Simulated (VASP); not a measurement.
## Si3Se2: single point with PBE

Si3Se2:

```
CELL_PARAMETERS angstrom
1.75483 1.01315 9.97221
-1.75483 1.01315 9.97221
0.00000 -2.02631 9.97221
ATOMIC_POSITIONS crystal
Si 0.50000 0.50000 0.50000
Si 0.88610 0.88610 0.88610
Si 0.11390 0.11390 0.11390
Se 0.26708 0.26708 0.26708
Se 0.73292 0.73292 0.73292
```

The cell was generated, and may not be a known phase.

```
Program                : VASP 6.6.1
Task                   : single point
Functional             : PBE
Potentials or basis    : VASP PAW PBE potentials, release 64 (Si, Se)
Cutoff                 : 520 eV
k mesh                 : 12 × 12 × 12
Occupations            : gaussian, width 0.1 eV
Spin                   : no spin polarisation
Dipole correction      : no
Further INCAR settings : ALGO = Normal; EDIFF = 1e-06; NBANDS = 20
```

```yaml
Pressure: 0.1 GPa
Largest_force: 0.015 eV/Å
Band_gap_on_the_k_mesh: zero (bands 12 and 13 overlap by 1.28 eV)
```

Forces on the atoms (eV/Å):
```
Si   0.000  0.000  0.000
Si   0.000  0.000 -0.011
Si   0.000  0.000  0.011
Se   0.000  0.000  0.015
Se   0.000  0.000 -0.015
```

Levels at points of the mesh, in eV from the Fermi level:
```csv
k point,band 10,band 11,band 12,band 13,band 14,band 15
"(0.00, 0.00, 0.00)",-1.31,1.03,1.03,1.22,2.23,2.24
"(0.50, 0.00, 0.00)",-3.03,-1.70,-1.34,-0.14,0.77,2.50
"(0.50, 0.50, 0.00)",-3.00,-1.41,-1.22,-0.18,0.71,2.41
"(0.50, 0.50, 0.50)",-1.32,1.02,1.02,1.84,2.08,2.26
```

Wall time 23 min on 1 thread of Intel(R) Xeon(R) 6975P-C (Granite Rapids) (shared host), peak memory 1.1 GiB.
